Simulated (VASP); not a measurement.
Pt2C:

```
Pt C
1.0
     5.45134    0.00000    0.00000
     0.00000    5.45134    0.00000
     0.00000    0.00000    3.13125
Pt C
4 2
Cartesian
  3.8962 1.5551 1.5656
  1.5551 3.8962 1.5656
  1.1705 1.1705 0.0000
  4.2808 4.2808 0.0000
  0.0000 0.0000 1.5656
  2.7257 2.7257 0.0000
```

The cell was built from a structure type or drawn by symmetry, and may not be a known phase.

| Property | Result |
| --- | --- |
| Program | VASP 6.6.1 |
| Task | relaxation of cell and atoms |
| Functional | PBE |
| Potentials or basis | VASP PAW PBE potentials, release 64 (Pt, C) |
| Cutoff | 600 eV |
| k mesh | 4 × 4 × 6 |
| Occupations | gaussian, width 0.1 eV |
| Spin | no spin polarisation |

At the start: pressure -25.1 GPa; volume 15.51 Å³/atom.

Where does the relaxation end?

Over 16 steps the energy falls by 243.1 meV/atom and the volume is 13.40 Å³/atom (-13.6 %); space group P4_2/mnm (No. 136, to 0.1 Å) before and after.

Step by step:
```tsv
step	energy change (eV)	largest force (eV/Å)	pressure (GPa)	volume (Å³)
1	0.0000	0.3801	-25.08	93.05
2	2.4052	0.1662	93.12	64.02
3	-1.2423	0.3209	-1.84	80.43
4	-1.2471	0.3181	-0.28	79.91
5	-1.2476	0.3168	0.48	79.66
6	-1.2980	0.2959	0.45	79.70
7	-1.3990	0.2829	0.98	79.67
8	-1.2118	0.5883	4.69	79.06
9	-1.4107	0.3038	1.26	79.63
10	-1.4265	0.2479	2.09	79.49
11	-1.3906	0.0562	-5.65	82.38
12	-1.4362	0.1523	-0.54	80.39
13	-1.4565	0.0114	0.46	80.15
14	-1.4578	0.0347	0.84	80.08
15	-1.4543	0.0053	-2.01	81.08
16	-1.4588	0.0226	-0.09	80.40
```

Final structure:
```
Pt C
1.0
     4.98319    0.00000    0.00000
     0.00000    4.98319    0.00000
     0.00000    0.00000    3.23776
Pt C
4 2
Direct
  0.69715 0.30285 0.50000
  0.30285 0.69715 0.50000
  0.19715 0.19715 0.00000
  0.80285 0.80285 0.00000
  0.00000 0.00000 0.50000
  0.50000 0.50000 0.00000
```
